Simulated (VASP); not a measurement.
Here is a VASP 6.6.1 calculation.

The input INCAR:

```
ALGO     = Normal         # electronic algorithm
EDIFF    = 1E-8           # SCF threshold, eV
ENCUT    = 520            # plane-wave cutoff, eV
GGA      = CA             # functional
ISIF     = 2              # what is computed and relaxed
ISMEAR   = -1             # smearing method
LASPH    = True           # aspherical terms in the spheres
LCHARG   = False          # write CHGCAR
LEFG     = True         
LREAL    = False          # projectors in reciprocal space
LWAVE    = False          # write WAVECAR
NBANDS   = 16             # bands
NELM     = 80             # most SCF steps
PREC     = Accurate       # precision mode
SIGMA    = 0.03           # smearing width, eV
```

The input KPOINTS:

```
k-points
0
Gamma
  13 13 10
```

The input POSCAR:

```
ZrB2
1.0
    3.2066493363      0.0000000000      0.0000000000
   -1.6033246682      2.7770397863      0.0000000000
    0.0000000000      0.0000000000      3.5663211014
Zr B
1 2
Direct
    0.0000000000      0.0000000000      0.0000000000
    0.3333333333      0.6666666667      0.5000000000
    0.6666666667      0.3333333333      0.5000000000
```

Potentials or basis: VASP PAW LDA potentials, release 64 (Zr_sv, B).

Launch:

```console
$ cat potpaw_LDA.64/Zr_sv/POTCAR potpaw_LDA.64/B/POTCAR > POTCAR
$ mpirun -np 1 vasp_std > vasp.out
```

(1) Estimate the band gap on the k mesh.

(2) Estimate the pressure.

Answers

(1) zero (band 9 reaches 10.66 eV, above the bottom of band 10 at 9.82 eV).

(2) -15.3 GPa.

Caveat: without QUAD_EFG the Cq values of the log hold for a quadrupole moment of 1 mb, not for the nuclei.
